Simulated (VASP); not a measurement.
# ZnS (P6_3mc) in VASP: electric field gradients with r2SCAN

Aim: the electric field gradients of ZnS with r2SCAN.

Program: VASP 6.6.1. These are calculated values, not measurements. Logs are shortened: lines on timing, memory, paths and dates and some standing lists are left out, and cuts for length are marked.

### 1 The cell of the first run

Symmetry: P6_3mc, No. 186, hexagonal system. Conventional cell: a = 3.808 Å, b = 3.808 Å, c = 24.891 Å, α = 90.00°, β = 90.00°, γ = 120.00°. Zn (site symmetry 3m) has 4 S at 2.33 to 2.34 Å within 3.1 Å. Zn (site symmetry 3m) has 4 S at 2.33 Å within 3.1 Å. Zn (site symmetry 3m) has 4 S at 2.33 Å within 3.1 Å. Within 3.1 Å of Zn (site symmetry 3m) lie 4 S at 2.33 Å. Within 3.1 Å of S (site symmetry 3m) lie 4 Zn at 2.33 Å. Within 3.1 Å of S (site symmetry 3m) lie 4 Zn at 2.33 Å. S (site symmetry 3m) has 4 Zn at 2.33 Å within 3.1 Å. Within 3.1 Å of S (site symmetry 3m) lie 4 Zn at 2.33 to 2.34 Å.

### 2 Electric field gradients, r2SCAN

POSCAR reads:

```
ZnS
1.0
    3.8083864859      0.0000000000      0.0000000000
   -1.9041932429      3.2981594442      0.0000000000
    0.0000000000      0.0000000000     24.8909590100
Zn S
8 8
Direct
    0.3333333333      0.6666666667      0.7499129200
    0.3333333333      0.6666666667      0.1247858200
    0.0000000000      0.0000000000      0.0000428700
    0.6666666667      0.3333333333      0.8753247300
    0.6666666667      0.3333333333      0.2499129200
    0.3333333333      0.6666666667      0.3753247300
    0.0000000000      0.0000000000      0.5000428700
    0.6666666667      0.3333333333      0.6247858200
    0.0000000000      0.0000000000      0.5937127400
    0.6666666667      0.3333333333      0.9689881200
    0.3333333333      0.6666666667      0.2185024700
    0.6666666667      0.3333333333      0.3439283300
    0.3333333333      0.6666666667      0.8439283300
    0.3333333333      0.6666666667      0.4689881200
    0.6666666667      0.3333333333      0.7185024700
    0.0000000000      0.0000000000      0.0937127400
```

INCAR.step1 reads:

```
SYSTEM = ZnS
PREC = Accurate
ENCUT = 520
ISMEAR = -1
SIGMA = 0.02
LREAL = Auto
LASPH = .TRUE.
NELM = 100
NBANDS = 86
GGA = PE
ALGO = Normal
EDIFF = 1E-4
LWAVE = .TRUE.
LCHARG = .FALSE.
```

INCAR.step2 reads:

```
SYSTEM = ZnS
PREC = Accurate
ENCUT = 520
EDIFF = 1E-8
ISMEAR = -1
SIGMA = 0.02
LREAL = Auto
LASPH = .TRUE.
NELM = 100
ALGO = Normal
ISIF = 2
LWAVE = .FALSE.
LCHARG = .FALSE.
METAGGA = R2SCAN
LMIXTAU = .TRUE.
LEFG = .TRUE.
NBANDS = 86
ISTART = 1
```

KPOINTS reads:

```
Automatic mesh
0
G
  8 8 2
  0 0 0
```

Potentials or basis: VASP PAW PBE potentials, release 64 (Zn, S).

Run with:

```
cat potpaw_PBE.64/Zn/POTCAR potpaw_PBE.64/S/POTCAR > POTCAR
cp INCAR.step1 INCAR
mpirun -np 1 vasp_std > vasp.out
cp INCAR.step2 INCAR
mpirun -np 1 vasp_std > vasp.out
```

OUTCAR:

```text
SYSTEM = ZnS
   PREC = Accurate
   ENCUT = 520
   EDIFF = 1E-8
   ISMEAR = -1
   LREAL = Auto
   LASPH = .TRUE.
   NELM = 100
   ISIF = 2
   METAGGA = R2SCAN
   ISTART = 1

 ion  position               nearest neighbor table
   1  0.333  0.667  0.750-  15 2.33  15 2.33  15 2.33  13 2.34
   2  0.333  0.667  0.125-  16 2.33  16 2.33  16 2.33  11 2.33
   3  0.000  0.000  0.000-  10 2.33  10 2.33  10 2.33  16 2.33
   4  0.667  0.333  0.875-  10 2.33  13 2.33  13 2.33  13 2.33
   5  0.667  0.333  0.250-  11 2.33  11 2.33  11 2.33  12 2.34
   6  0.333  0.667  0.375-  14 2.33  12 2.33  12 2.33  12 2.33
[... 8 lines left out ...]
  15  0.667  0.333  0.719-   8 2.33   1 2.33   1 2.33   1 2.33
  16  0.000  0.000  0.094-   2 2.33   2 2.33   2 2.33   3 2.33

  LATTYP: Found a hexagonal cell.
 ALAT       =     3.8083864859
 C/A-ratio  =     6.5358279949

  Lattice vectors:

 A1 = (   3.8083864859,   0.0000000000,   0.0000000000)
 A2 = (  -1.9041932429,   3.2981594442,   0.0000000000)
 A3 = (   0.0000000000,   0.0000000000,  24.8909590100)

Analysis of symmetry for initial positions (statically):
=====================================================================
 Subroutine PRICEL returns:
 Original cell was already a primitive cell.

 Routine SETGRP: Setting up the symmetry group for a
 hexagonal supercell.

 Subroutine GETGRP returns: Found 12 space group operations
 (whereof  6 operations were pure point group operations)
 out of a pool of 24 trial point group operations.

The static configuration has the point symmetry C_3v.
 The point group associated with its full space group is C_6v.

Analysis of symmetry for dynamics (positions and initial velocities):
=====================================================================
 Subroutine PRICEL returns:
 Original cell was already a primitive cell.

 Routine SETGRP: Setting up the symmetry group for a
 hexagonal supercell.

 Subroutine GETGRP returns: Found 12 space group operations
 (whereof  6 operations were pure point group operations)
 out of a pool of 24 trial point group operations.

The dynamic configuration has the point symmetry C_3v.
 The point group associated with its full space group is C_6v.

 Subroutine INISYM returns: Found 12 space group operations
 (whereof  6 operations are pure point group operations),
 and found     1 'primitive' translations

----------------------------------------------------------------------------------------

                                     Primitive cell

  volume of cell :     312.6470

  direct lattice vectors                    reciprocal lattice vectors
     3.808386486  0.000000000  0.000000000     0.262578392  0.151599705  0.000000000
    -1.904193243  3.298159444  0.000000000     0.000000000  0.303199411  0.000000000
     0.000000000  0.000000000 24.890959010     0.000000000  0.000000000  0.040175230

  length of vectors
     3.808386486  3.808386486 24.890959010     0.303199411  0.303199411  0.040175230

  position of ions in fractional coordinates (direct lattice)
     0.333333333  0.666666667  0.749912920
     0.333333333  0.666666667  0.124785820
     0.000000000  0.000000000  0.000042870
     0.666666667  0.333333333  0.875324730
     0.666666667  0.333333333  0.249912920
     0.333333333  0.666666667  0.375324730
[... 8 lines left out ...]
     0.666666667  0.333333333  0.718502470
     0.000000000  0.000000000  0.093712740

  ion indices of the primitive-cell ions
   primitive index   ion index
                 1           1
                 2           2
                 3           3
                 4           4
                 5           5
                 6           6
[... 8 lines left out ...]
                15          15
                16          16

----------------------------------------------------------------------------------------

 KPOINTS: Automatic mesh

Automatic generation of k-mesh.
 Grid dimensions read from file:
 generate k-points for:    8    8    2

 Generating k-lattice:

  Cartesian coordinates                     Fractional coordinates (reciprocal lattice)
     0.032822299  0.018949963  0.000000000     0.125000000 -0.000000000  0.000000000
     0.000000000  0.037899926  0.000000000     0.000000000  0.125000000  0.000000000
[... 36 lines left out ...]
   number of dos      NEDOS =    301   number of ions     NIONS =     16
   total plane-waves  NPLWV = 150528
   dimension x,y,z NGX =    28 NGY =   28 NGZ =  192
   dimension x,y,z NGXF=    56 NGYF=   56 NGZF=  384
   ions per type =               8   8
   NGX,Y,Z   is equivalent  to a cutoff of  12.22, 12.22, 12.82 a.u.
   NGXF,Y,Z  is equivalent  to a cutoff of  24.45, 24.45, 25.65 a.u.
 SYSTEM =  ZnS
   PREC   = accura    normal or accurate (medium, high low for compatibility)
   ISTART =      1    job   : 0-new  1-cont  2-samecut
   ICHARG =      0    charge: 1-file 2-atom 10-const
   ISPIN  =      1    spin polarized calculation?
   LNONCOLLINEAR =      F non collinear calculations
   LSORBIT =      F    spin-orbit coupling
   LASPH  =      T    aspherical Exc in radial PAW
   ENCUT  =  520.0 eV  38.22 Ry    6.18 a.u.   7.08  7.08 46.28*2*pi/ulx,y,z
   NELM   =    100;   NELMIN=  2; NELMDL=  0     # of ELM steps
   EDIFF  = 0.1E-07   stopping-criterion for ELM
   LREAL  =      T    real-space projection
   EDIFFG = 0.1E-06   stopping-criterion for IOM
   NSW    =      0    number of steps for IOM
   IBRION =     -1    ionic relax: 0-MD 1-quasi-New 2-CG
   NFREE  =      0    steps in history (QN), initial steepest desc. (CG)
   ISIF   =      2    stress and relaxation
   ISYM   =      2    0-nonsym 1-usesym 2-fastsym
   POTIM  = 0.5000    time-step for ionic-motion
   TEBEG  =    0.0;   TEEND  =   0.0 temperature during run
   PSTRESS=    0.0 pullay stress
   NELECT =     144.0000    total number of electrons
   NUPDOWN=      -1.0000    fix difference up-down
   EMIN   =  10.00;   EMAX   =-10.00  energy-range for DOS
   EFERMI =   0.00;   METHOD = LEGACY
   ISMEAR =    -1;   SIGMA  =   0.02  broadening in eV -4-tet -1-fermi 0-gaus
   EFERMI_NEDOS =   21; number of points for ismear=-14 and -15
   IALGO  =     38    algorithm
   IMIX   =      4    mixing-type and parameters
     AMIX     =   0.40;   BMIX     =  1.00
     AMIX_MAG =   1.60;   BMIX_MAG =  1.00
  volume/ion in A,a.u.               =      19.54       131.87
  Fermi-wavevector in a.u.,A,eV,Ry     =   1.264283  2.389148 21.747702  1.598411
  Thomas-Fermi vector in A             =   2.397596
   LORBIT       =      0    0 simple, 1 ext, 2 COOP (PROOUT), +10 PAW based schemes
   METAGGA = R2SCAN    functional components
   LHFCALC =     F    Hartree Fock is set to
   AEXX    =    0.0000 exact exchange contribution
   IVDW    =     0    specifies the selected vdW correction
   LEPSILON=     F    determine dielectric tensor
   LRPA    =     F    only Hartree local field effects (RPA)
 non-spin polarized calculation
  energy-cutoff  :      520.00
  volume of cell :      312.65
 maximum number of plane-waves:      8459
   NGX = 15   NGY = 15   NGZ = 93

 number of electron     143.9999923 magnetization

 Free energy of the ion-electron system (eV)
  ---------------------------------------------------
  ext. energy  EPLUGINS =         0.00000000
  ---------------------------------------------------
  free energy    TOTEN  =      -150.92962762 eV

  energy without entropy =     -150.92962762  energy(sigma->0) =     -150.92962762

 E-fermi :   2.3555     XC(G=0): -10.3304

 val. band max:        1.9242599509   @ k =   0.0000   0.0000   0.0000
 cond. band min:       4.6639474447   @ k =   0.0000   0.0000   0.0000
 fundamental gap:      2.7396874938
 Fermi energy:         2.3555047820

 k-point     1 :       0.0000    0.0000    0.0000
  band No.  band energies     occupation
      1     -11.8263      2.00000
      2     -11.7164      2.00000
      3     -11.6918      2.00000
      4     -11.3926      2.00000
      5     -11.3793      2.00000
      6     -11.0357      2.00000
[... 1729 lines left out ...]
     83       8.3848      0.00000
     84       8.3848      0.00000
 [bands above 84 left out]

------------------------ aborting loop because EDIFF is reached ----------------------------------------

  FORCE on cell =-STRESS in cart. coord.  units (eV):
  Direction    XX          YY          ZZ          XY          YZ          ZX
  --------------------------------------------------------------------------------------
  -------------------------------------------------------------------------------------
  Total        0.2666481      0.2666481      0.3140366      0.0000000      0.0000000      0.0000000
  in kB        1.3664531      1.3664531      1.6092982      0.0000000      0.0000000      0.0000000
  external PRESSURE =       1.4474015 kB  Pullay stress =       0.0000000 kB

 VOLUME and BASIS-vectors are now :
 -----------------------------------------------------------------------------
  energy-cutoff  :      520.00
  volume of cell :      312.65
      direct lattice vectors                 reciprocal lattice vectors
     3.808386486  0.000000000  0.000000000     0.262578392  0.151599705  0.000000000
    -1.904193243  3.298159444  0.000000000     0.000000000  0.303199411  0.000000000
     0.000000000  0.000000000 24.890959010     0.000000000  0.000000000  0.040175230

 POSITION                                       TOTAL-FORCE (eV/Angst)
 -----------------------------------------------------------------------------------
     -0.00000      2.19877     18.66605        -0.000000      0.000000      0.022388
     -0.00000      2.19877      3.10604        -0.000000      0.000000      0.003435
      0.00000      0.00000      0.00107         0.000000      0.000000      0.000598
      1.90419      1.09939     21.78767        -0.000000      0.000000     -0.017316
      1.90419      1.09939      6.22057        -0.000000     -0.000000      0.022388
     -0.00000      2.19877      9.34219         0.000000     -0.000000     -0.017316
[... 8 lines left out ...]
      1.90419      1.09939     17.88422         0.000000      0.000000      0.013941
      0.00000      0.00000      2.33260         0.000000      0.000000     -0.001360
 -----------------------------------------------------------------------------------
    total drift:                               -0.000001     -0.000002     -0.051655

  FREE ENERGIE OF THE ION-ELECTRON SYSTEM (eV)
  ---------------------------------------------------
  free  energy   TOTEN  =      -150.9296276227 eV

  energy  without entropy=     -150.9296276226  energy(sigma->0) =     -150.92962762

 Electric field gradients (V/A^2)
---------------------------------------------------------------------
 ion       V_xx      V_yy      V_zz      V_xy      V_xz      V_yz
---------------------------------------------------------------------
   1      -0.073    -0.067     0.140     0.006     0.000    -0.000
   2      -0.370    -0.364     0.734     0.006     0.000    -0.000
   3      -0.165    -0.164     0.329     0.001     0.000    -0.000
   4      -0.102    -0.095     0.197     0.006     0.000    -0.000
   5      -0.073    -0.067     0.140     0.006    -0.000     0.000
   6      -0.102    -0.095     0.197     0.006    -0.000     0.000
[... 8 lines left out ...]
  15      -0.307    -0.307     0.614    -0.000    -0.000     0.000
  16       0.262     0.263    -0.525     0.000     0.000    -0.000
---------------------------------------------------------------------

 Electric field gradients after diagonalization (V/A^2)
 (convention: |V_zz| > |V_xx| > |V_yy|)
----------------------------------------------------------------------
 ion       V_xx      V_yy      V_zz     asymmetry (V_yy - V_xx)/ V_zz
----------------------------------------------------------------------
   1      -0.077    -0.064     0.140       0.093
   2      -0.373    -0.360     0.734       0.018
   3      -0.166    -0.164     0.329       0.005
   4      -0.105    -0.092     0.197       0.066
   5      -0.077    -0.064     0.140       0.093
   6      -0.105    -0.092     0.197       0.066
[... 8 lines left out ...]
  15      -0.307    -0.306     0.614       0.002
  16       0.263     0.262    -0.525       0.002
----------------------------------------------------------------------

           NMR quadrupolar parameters

 Cq : quadrupolar parameter    Cq=e*Q*V_zz/h
 eta: asymmetry parameters     (V_yy - V_xx)/ V_zz
 Q  : nuclear electric quadrupole moment in mb (millibarn)
----------------------------------------------------------------------
 ion       Cq(MHz)       eta       Q (mb)
----------------------------------------------------------------------
   1       0.000       0.093       1.000
   2       0.002       0.018       1.000
   3       0.001       0.005       1.000
   4       0.000       0.066       1.000
   5       0.000       0.093       1.000
   6       0.000       0.066       1.000
[... 8 lines left out ...]
  15       0.001       0.002       1.000
  16      -0.001       0.002       1.000
----------------------------------------------------------------------
```

It took 40 min on 1 thread of AMD EPYC 9R45 (Zen 5), shared host; peak memory 0.6 GiB.

Results:

```yaml
Free_energy: -150.9296 eV
Pressure: 0.1 GPa
Largest_force: 0.022 eV/Å
Band_gap_on_the_k_mesh: 2.74 eV, direct
```

Forces on the atoms (eV/Å):
```
Zn   0.000  0.000  0.022
Zn   0.000  0.000  0.003
Zn   0.000  0.000  0.001
Zn   0.000  0.000 -0.017
Zn   0.000  0.000  0.022
Zn   0.000  0.000 -0.017
Zn   0.000  0.000  0.001
Zn   0.000  0.000  0.003
S    0.000  0.000 -0.001
S    0.000  0.000 -0.017
S    0.000  0.000  0.014
S    0.000  0.000 -0.004
S    0.000  0.000 -0.004
S    0.000  0.000 -0.017
S    0.000  0.000  0.014
S    0.000  0.000 -0.001
```

Levels at points of the mesh, in eV from the valence-band top:
```csv
k point,band 69,band 70,band 71,band 72,band 73,band 74,band 75,band 76
"(0.00, 0.00, 0.00)",-0.14,-0.02,0.00,0.00,2.74,3.50,3.59,3.77
"(0.50, 0.00, 0.00)",-1.15,-1.14,-1.05,-0.91,3.74,3.76,4.10,4.21
"(0.00, 0.00, 0.50)",-0.04,-0.04,-0.04,-0.04,3.02,3.02,3.79,3.79
"(0.50, 0.00, 0.50)",-1.16,-1.16,-0.97,-0.97,3.84,3.84,4.02,4.02
```

Electric field gradients, principal values (V/Å²):
| atom | least | middle | greatest (by size) |
| --- | --- | --- | --- |
| 1 Zn | -0.064 | -0.077 | 0.140 |
| 2 Zn | -0.360 | -0.373 | 0.734 |
| 3 Zn | -0.164 | -0.166 | 0.329 |
| 4 Zn | -0.092 | -0.105 | 0.197 |
| 5 Zn | -0.064 | -0.077 | 0.140 |
| 6 Zn | -0.092 | -0.105 | 0.197 |
| 7 Zn | -0.164 | -0.166 | 0.329 |
| 8 Zn | -0.360 | -0.373 | 0.734 |
| 9 S | 0.262 | 0.263 | -0.525 |
| 10 S | 0.160 | 0.161 | -0.321 |
| 11 S | -0.306 | -0.307 | 0.614 |
| 12 S | -1.196 | -1.197 | 2.392 |
| 13 S | -1.196 | -1.197 | 2.392 |
| 14 S | 0.160 | 0.161 | -0.321 |
| 15 S | -0.306 | -0.307 | 0.614 |
| 16 S | 0.262 | 0.263 | -0.525 |

Caveat: without QUAD_EFG the Cq values of the log hold for a quadrupole moment of 1 mb, not for the nuclei; the PAW data sets were made with another functional, which shifts forces and pressure a little.
